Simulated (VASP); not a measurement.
# AlN (P6_3mc) in VASP: notebook

Aim: see how the results for AlN move with the level of theory and the settings. Levels: PBE0, r2SCAN0. Tasks: single point.

All numbers are computed with VASP 6.6.1; they aren't measurements. Logs are shortened: lines on timing, memory, paths and dates and some standing lists are left out, and cuts for length are marked.

**Experimental background.**

From “Structural and optical properties of self-assembled AlN nanowires grown on SiO2/Si substrates by molecular beam epitaxy”, 2024, arxiv:2402.00216, for a bulk crystal of AlN at 0 K: band gap 6.0343 eV (an exciton energy, a little under the gap).

The runs below are set against these values where they give the same quantity.

## (1) The cell of the first run

Symmetry: P6_3mc, No. 186, hexagonal system. Conventional cell: a = 3.107 Å, b = 3.107 Å, c = 4.979 Å, α = 90.00°, β = 90.00°, γ = 120.00°. Within 2.5 Å of Al (site symmetry 3m) lie 4 N at 1.89 to 1.90 Å. Within 2.5 Å of N (site symmetry 3m) lie 4 Al at 1.89 to 1.90 Å.

## (2) Single point, PBE0

Contents of POSCAR:

```
AlN
1.0
    3.1066945029      0.0000000000      0.0000000000
   -1.5533472514      2.6904763613      0.0000000000
    0.0000000000      0.0000000000      4.9785885515
Al N
2 2
Direct
    0.3333333333      0.6666666667     -0.0007956040
    0.6666666667      0.3333333333      0.4992043960
    0.3333333333      0.6666666667      0.3807956040
    0.6666666667      0.3333333333      0.8807956040
```

Contents of INCAR.step1:

```
PREC = Accurate
ENCUT = 520
EDIFF = 1E-5
ISMEAR = 0
SIGMA = 0.01
LREAL = False
LASPH = True
NELM = 100
ALGO = Normal
ISIF = 2
LWAVE = True
NBANDS = 16
GGA = PE
```

Contents of INCAR.step2:

```
PREC = Accurate
ENCUT = 520
EDIFF = 1E-6
ISMEAR = 0
SIGMA = 0.01
LREAL = False
LASPH = True
NELM = 100
ALGO = Normal
ISIF = 2
LWAVE = False
LCHARG = True
GGA = PE
LHFCALC = True
AEXX = 0.25
PRECFOCK = Normal
LELF = True
LVHAR = True
NBANDS = 16
ISTART = 1
```

Contents of KPOINTS:

```
regular mesh
0
Gamma
  6 6 4
```

Potentials or basis: VASP PAW PBE potentials, release 64 (Al, N).

The run is started by

```
cat potpaw_PBE.64/Al/POTCAR potpaw_PBE.64/N/POTCAR > POTCAR
cp INCAR.step1 INCAR
mpirun -np 1 vasp_std > vasp.out
cp INCAR.step2 INCAR
mpirun -np 1 vasp_std > vasp.out
```

OUTCAR:

```text
PREC = Accurate
   ENCUT = 520
   EDIFF = 1E-6
   ISMEAR = 0
   LREAL = False
   LASPH = True
   NELM = 100
   ISIF = 2
   GGA = PE
   LHFCALC = True
   AEXX = 0.25
   PRECFOCK = Normal
   ISTART = 1

 ion  position               nearest neighbor table
   1  0.333  0.667  0.999-   4 1.89   4 1.89   4 1.89   3 1.90   2 3.07   2 3.07   2 3.07   2 3.07
                             2 3.07   2 3.07
   2  0.667  0.333  0.499-   3 1.89   3 1.89   3 1.89   4 1.90   1 3.07   1 3.07   1 3.07   1 3.07
                             1 3.07   1 3.07
   3  0.333  0.667  0.381-   2 1.89   2 1.89   2 1.89   1 1.90
   4  0.667  0.333  0.881-   1 1.89   1 1.89   1 1.89   2 1.90

  LATTYP: Found a hexagonal cell.
 ALAT       =     3.1066945029
 C/A-ratio  =     1.6025356040

  Lattice vectors:

 A1 = (   3.1066945029,   0.0000000000,   0.0000000000)
 A2 = (  -1.5533472514,   2.6904763613,   0.0000000000)
 A3 = (   0.0000000000,   0.0000000000,   4.9785885515)

Analysis of symmetry for initial positions (statically):
=====================================================================
 Subroutine PRICEL returns:
 Original cell was already a primitive cell.

 Routine SETGRP: Setting up the symmetry group for a
 hexagonal supercell.

 Subroutine GETGRP returns: Found 12 space group operations
 (whereof  6 operations were pure point group operations)
 out of a pool of 24 trial point group operations.

The static configuration has the point symmetry C_3v.
 The point group associated with its full space group is C_6v.

Analysis of symmetry for dynamics (positions and initial velocities):
=====================================================================
 Subroutine PRICEL returns:
 Original cell was already a primitive cell.

 Routine SETGRP: Setting up the symmetry group for a
 hexagonal supercell.

 Subroutine GETGRP returns: Found 12 space group operations
 (whereof  6 operations were pure point group operations)
 out of a pool of 24 trial point group operations.

The dynamic configuration has the point symmetry C_3v.
 The point group associated with its full space group is C_6v.

 Subroutine INISYM returns: Found 12 space group operations
 (whereof  6 operations are pure point group operations),
 and found     1 'primitive' translations

----------------------------------------------------------------------------------------

                                     Primitive cell

  volume of cell :      41.6135

  direct lattice vectors                    reciprocal lattice vectors
     3.106694503  0.000000000  0.000000000     0.321885528  0.185840696  0.000000000
    -1.553347251  2.690476361  0.000000000     0.000000000  0.371681392  0.000000000
     0.000000000  0.000000000  4.978588551     0.000000000  0.000000000  0.200860141

  length of vectors
     3.106694503  3.106694503  4.978588551     0.371681392  0.371681392  0.200860141

  position of ions in fractional coordinates (direct lattice)
     0.333333333  0.666666667  0.999204396
     0.666666667  0.333333333  0.499204396
     0.333333333  0.666666667  0.380795604
     0.666666667  0.333333333  0.880795604

  ion indices of the primitive-cell ions
   primitive index   ion index
                 1           1
                 2           2
                 3           3
                 4           4

----------------------------------------------------------------------------------------

 KPOINTS: regular mesh

Automatic generation of k-mesh.
 Grid dimensions read from file:
 generate k-points for:    6    6    4

 Generating k-lattice:

  Cartesian coordinates                     Fractional coordinates (reciprocal lattice)
     0.053647588  0.030973449  0.000000000     0.166666667 -0.000000000  0.000000000
     0.000000000  0.061946899  0.000000000     0.000000000  0.166666667  0.000000000
     0.000000000  0.000000000  0.050215035     0.000000000  0.000000000  0.250000000

  Length of vectors
     0.061946899  0.061946899  0.050215035

  Shift w.r.t. Gamma in fractional coordinates (k-lattice)
     0.000000000  0.000000000  0.000000000

 Subroutine IBZKPT returns following result:
 ===========================================

 Found     21 irreducible k-points:

 Following reciprocal coordinates:
            Coordinates               Weight
  0.000000  0.000000  0.000000      1.000000
  0.166667  0.000000  0.000000      6.000000
  0.333333 -0.000000  0.000000      6.000000
  0.500000  0.000000  0.000000      3.000000
  0.166667  0.166667  0.000000      6.000000
  0.333333  0.166667  0.000000     12.000000
[... 13 lines left out ...]
  0.333333  0.166667  0.500000     12.000000
  0.333333  0.333333  0.500000      2.000000
   k-points           NKPTS =     21   k-points in BZ     NKDIM =    144   number of bands    NBANDS=     16
   number of dos      NEDOS =    301   number of ions     NIONS =      4
   total plane-waves  NPLWV =  23040
   dimension x,y,z NGX =    24 NGY =   24 NGZ =   40
   dimension x,y,z NGXF=    48 NGYF=   48 NGZF=   80
   ions per type =               2   2
   NGX,Y,Z   is equivalent  to a cutoff of  12.84, 12.84, 13.36 a.u.
   NGXF,Y,Z  is equivalent  to a cutoff of  25.69, 25.69, 26.71 a.u.
 SYSTEM =  unknown system
   PREC   = accura    normal or accurate (medium, high low for compatibility)
   ISTART =      1    job   : 0-new  1-cont  2-samecut
   ICHARG =      0    charge: 1-file 2-atom 10-const
   ISPIN  =      1    spin polarized calculation?
   LNONCOLLINEAR =      F non collinear calculations
   LSORBIT =      F    spin-orbit coupling
   LASPH  =      T    aspherical Exc in radial PAW
   ENCUT  =  520.0 eV  38.22 Ry    6.18 a.u.   5.78  5.78  9.26*2*pi/ulx,y,z
   NELM   =    100;   NELMIN=  2; NELMDL=  0     # of ELM steps
   EDIFF  = 0.1E-05   stopping-criterion for ELM
   LREAL  =      F    real-space projection
   EDIFFG = 0.1E-04   stopping-criterion for IOM
   NSW    =      0    number of steps for IOM
   IBRION =     -1    ionic relax: 0-MD 1-quasi-New 2-CG
   NFREE  =      0    steps in history (QN), initial steepest desc. (CG)
   ISIF   =      2    stress and relaxation
   ISYM   =      3    0-nonsym 1-usesym 2-fastsym
   POTIM  = 0.5000    time-step for ionic-motion
   TEBEG  =    0.0;   TEEND  =   0.0 temperature during run
   PSTRESS=    0.0 pullay stress
   NELECT =      16.0000    total number of electrons
   NUPDOWN=      -1.0000    fix difference up-down
   EMIN   =  10.00;   EMAX   =-10.00  energy-range for DOS
   EFERMI =   0.00;   METHOD = LEGACY
   ISMEAR =     0;   SIGMA  =   0.01  broadening in eV -4-tet -1-fermi 0-gaus
   EFERMI_NEDOS =   21; number of points for ismear=-14 and -15
   IALGO  =     38    algorithm
   IMIX   =      1    mixing-type and parameters
     AMIX     =   0.40;   BMIX     =  1.00
     AMIX_MAG =   1.60;   BMIX_MAG =  1.00
  volume/ion in A,a.u.               =      10.40        70.21
  Fermi-wavevector in a.u.,A,eV,Ry     =   1.190429  2.249585 19.281105  1.417121
  Thomas-Fermi vector in A             =   2.326514
   LORBIT       =      0    0 simple, 1 ext, 2 COOP (PROOUT), +10 PAW based schemes
   GGA     = PE    functional components
   LHFCALC =     T    Hartree Fock is set to
   PRECFOCK=normal    Normal, Fast or Accurate (Low or Medium for compatibility)
   ENCUT4O =  -1.0   cutoff for four orbital integrals eV
   NKREDX  =     1    reduce k-point grid by
   NKREDY  =     1    reduce k-point grid by
   NKREDZ  =     1    reduce k-point grid by
   AEXX    =    0.2500 exact exchange contribution
   HFSCREEN=    0.0000 screening length (either q_TF or 0.3 A-1)
   HFSCREENC=   0.0000 screening length for correlation (either q_TF or 0.3 A-1)
   ENCUTFOCK=  -1.0 apply spherical cutoff to Coloumb kernel
   IVDW    =     0    specifies the selected vdW correction
   LEPSILON=     F    determine dielectric tensor
   LRPA    =     F    only Hartree local field effects (RPA)
 non-spin polarized calculation
 Gauss-broadening in eV      SIGMA  =   0.01
  energy-cutoff  :      520.00
  volume of cell :       41.61
 maximum number of plane-waves:      1152
 NGX is ok and might be reduce to    24
  NGX = 18; NGY = 18; NGZ = 28

 number of electron      15.9999996 magnetization

 Free energy of the ion-electron system (eV)
  ---------------------------------------------------
  ext. energy  EPLUGINS =         0.00000000
  ---------------------------------------------------
  free energy    TOTEN  =       -36.74340460 eV

  energy without entropy =      -36.74340460  energy(sigma->0) =      -36.74340460

 E-fermi :   5.0214     XC(G=0):  -8.6052

 val. band max:        4.8890112998   @ k =   0.0000   0.0000   0.0000
 cond. band min:      11.2237057973   @ k =   0.0000   0.0000   0.0000
 fundamental gap:      6.3346944975
 Fermi energy:         5.0213962509

 k-point     1 :       0.0000    0.0000    0.0000
  band No.  band energies     occupation
      1     -11.8689      2.00000
      2      -9.5671      2.00000
      3      -1.6737      2.00000
      4       3.9279      2.00000
      5       3.9279      2.00000
      6       4.6548      2.00000
[... 8 lines left out ...]
     15      20.6050      0.00000
     16      20.6050      0.00000

 k-point     2 :       0.1667    0.0000    0.0000
  band No.  band energies     occupation
      1     -11.4948      2.00000
      2      -9.3640      2.00000
      3      -1.2150      2.00000
      4       2.4015      2.00000
      5       3.2817      2.00000
      6       3.4981      2.00000
[... 8 lines left out ...]
     15      19.8481      0.00000
     16      20.1963      0.00000

 k-point     3 :       0.3333   -0.0000    0.0000
  band No.  band energies     occupation
      1     -10.5307      2.00000
      2      -9.0038      2.00000
      3      -0.0361      2.00000
      4       0.0506      2.00000
      5       1.2571      2.00000
      6       2.8472      2.00000
[... 8 lines left out ...]
     15      19.6179      0.00000
     16      22.0351      0.00000
[... 305 lines left out ...]
 k-point    20 :       0.3333    0.1667    0.5000
  band No.  band energies     occupation
      1      -9.3754      2.00000
      2      -9.3754      2.00000
      3      -0.7529      2.00000
      4      -0.7529      2.00000
      5       2.0175      2.00000
      6       2.0175      2.00000
[... 8 lines left out ...]
     15      21.0038      0.00000
     16      21.0038      0.00000

 k-point    21 :       0.3333    0.3333    0.5000
  band No.  band energies     occupation
      1      -9.1343      2.00000
      2      -9.1343      2.00000
      3      -0.4049      2.00000
      4      -0.4049      2.00000
      5       0.6732      2.00000
      6       0.6732      2.00000
[... 8 lines left out ...]
     15      21.2146      0.00000
     16      21.2146      0.00000

------------------------ aborting loop because EDIFF is reached ----------------------------------------

  FORCE on cell =-STRESS in cart. coord.  units (eV):
  Direction    XX          YY          ZZ          XY          YZ          ZX
  --------------------------------------------------------------------------------------
  -------------------------------------------------------------------------------------
  Total       -0.1961763     -0.1961763     -0.2358597     -0.0000000     -0.0000000     -0.0000000
  in kB       -7.5530655     -7.5530655     -9.0809325     -0.0000000     -0.0000000     -0.0000000
  external PRESSURE =      -8.0623545 kB  Pullay stress =       0.0000000 kB

 VOLUME and BASIS-vectors are now :
 -----------------------------------------------------------------------------
  energy-cutoff  :      520.00
  volume of cell :       41.61
      direct lattice vectors                 reciprocal lattice vectors
     3.106694503  0.000000000  0.000000000     0.321885528  0.185840696  0.000000000
    -1.553347251  2.690476361  0.000000000     0.000000000  0.371681392  0.000000000
     0.000000000  0.000000000  4.978588551     0.000000000  0.000000000  0.200860141

 POSITION                                       TOTAL-FORCE (eV/Angst)
 -----------------------------------------------------------------------------------
     -0.00000      1.79365      4.97463         0.000000     -0.000000     -0.007187
      1.55335      0.89683      2.48533        -0.000000     -0.000000     -0.007187
     -0.00000      1.79365      1.89582         0.000000      0.000000      0.007187
      1.55335      0.89683      4.38512         0.000000      0.000000      0.007187
 -----------------------------------------------------------------------------------
    total drift:                                0.000000      0.000000     -0.000730

  FREE ENERGIE OF THE ION-ELECTRON SYSTEM (eV)
  ---------------------------------------------------
  free  energy   TOTEN  =       -36.7434046012 eV

  energy  without entropy=      -36.7434046012  energy(sigma->0) =      -36.74340460
```

Wall time 26 min (1 thread of AMD EPYC 7R43 (Zen 3), shared host); peak memory 0.15 GiB.

What came out:

| Property | Result |
| --- | --- |
| Free energy | -36.7434 eV |
| Pressure | -0.8 GPa |
| Largest force | 0.007 eV/Å |
| Band gap on the k mesh | 6.33 eV |

Forces on the atoms (eV/Å):
```
Al   0.000  0.000 -0.007
Al   0.000  0.000 -0.007
N    0.000  0.000  0.007
N    0.000  0.000  0.007
```

Stress tensor (GPa, compression positive):
```
-0.76  0.00  0.00
 0.00 -0.76  0.00
 0.00  0.00 -0.91
```

Caveat: the PAW data sets were made with another functional, which shifts forces and pressure a little.

## (3) Single point, r2SCAN0

POSCAR is that of step 2.

Contents of INCAR.step1:

```
SYSTEM = AlN
  PREC = Accurate
  ENCUT = 520
  EDIFF = 1E-5
  ISMEAR = 0
  SIGMA = 0.01
  LREAL = .FALSE.
  LASPH = .TRUE.
  NELM = 60
  ALGO = Normal
  ISIF = 2
  LWAVE = .TRUE.
  LCHARG = .FALSE.
  NBANDS = 16
  GGA = PE
```

Contents of INCAR.step2:

```
SYSTEM = AlN
  PREC = Accurate
  ENCUT = 520
  EDIFF = 1E-6
  ISMEAR = 0
  SIGMA = 0.01
  LREAL = .FALSE.
  LASPH = .TRUE.
  NELM = 60
  ALGO = Normal
  ISIF = 2
  LWAVE = .FALSE.
  LCHARG = .FALSE.
  METAGGA = R2SCAN
  LHFCALC = .TRUE.
  AEXX = 0.25
  LMIXTAU = .TRUE.
  PRECFOCK = Normal
  NBANDS = 16
  ISTART = 1
```

Contents of KPOINTS:

```
Automatic mesh
0
G
  6 6 4
  0 0 0
```

Potentials or basis: VASP PAW PBE potentials, release 64 (Al, N).

The run is started by

```
cat potpaw_PBE.64/Al/POTCAR potpaw_PBE.64/N/POTCAR > POTCAR
cp INCAR.step1 INCAR
mpirun -np 1 vasp_std > vasp.out
cp INCAR.step2 INCAR
mpirun -np 1 vasp_std > vasp.out
```

Run time: 33 min. Hardware: 1 thread of Intel Xeon Platinum 8375C at 2.90GHz (Ice Lake), shared host; peak memory 0.18 GiB.

It converged, with:

```yaml
Free_energy: -43.2168 eV
Pressure: -3.4 GPa
Band_gap_on_the_k_mesh: 6.76 eV
```

Forces in eV/Å, atoms in the order of the input:
```
Al   0.000  0.000 -0.003
Al   0.000  0.000 -0.003
N    0.000  0.000  0.003
N    0.000  0.000  0.003
```

Levels at points of the mesh, in eV from the valence-band top:
| k point | band 4 | band 5 | band 6 | band 7 | band 8 | band 9 | band 10 | band 11 | band 12 | band 13 |
| --- | --- | --- | --- | --- | --- | --- | --- | --- | --- | --- |
| (0.00, 0.00, 0.00) | -0.97 | -0.97 | -0.24 | -0.24 | 0.00 | 6.76 | 9.46 | 13.88 | 14.13 | 14.13 |
| (0.50, 0.00, 0.00) | -4.59 | -3.69 | -2.34 | -1.91 | -0.78 | 8.35 | 8.43 | 11.04 | 13.48 | 13.81 |
| (0.00, 0.00, 0.50) | -3.64 | -0.62 | -0.62 | -0.62 | -0.62 | 9.22 | 9.22 | 13.42 | 13.42 | 14.45 |
| (0.50, 0.00, 0.50) | -6.15 | -1.64 | -1.64 | -1.51 | -1.51 | 7.86 | 7.86 | 12.14 | 12.14 | 15.26 |

Caveat: the cell stands under tension; the PAW data sets were made with another functional, which shifts forces and pressure a little.

## (4) How close it comes

Step 2. Against the measured gap of AlN, 6.0343 eV (an exciton energy, a little under the gap; 0 K; quoted in “Structural and optical properties of self-assembled AlN nanowires grown on SiO2/Si substrates by molecular beam epitaxy”, 2024, arxiv:2402.00216), the calculated 6.33 eV is off by +0.30 eV. 2 values of this kind are on record (6.034 to 6.0343 eV); this one was drawn at random. The value is that of PBE0, without temperature or zero-point motion.
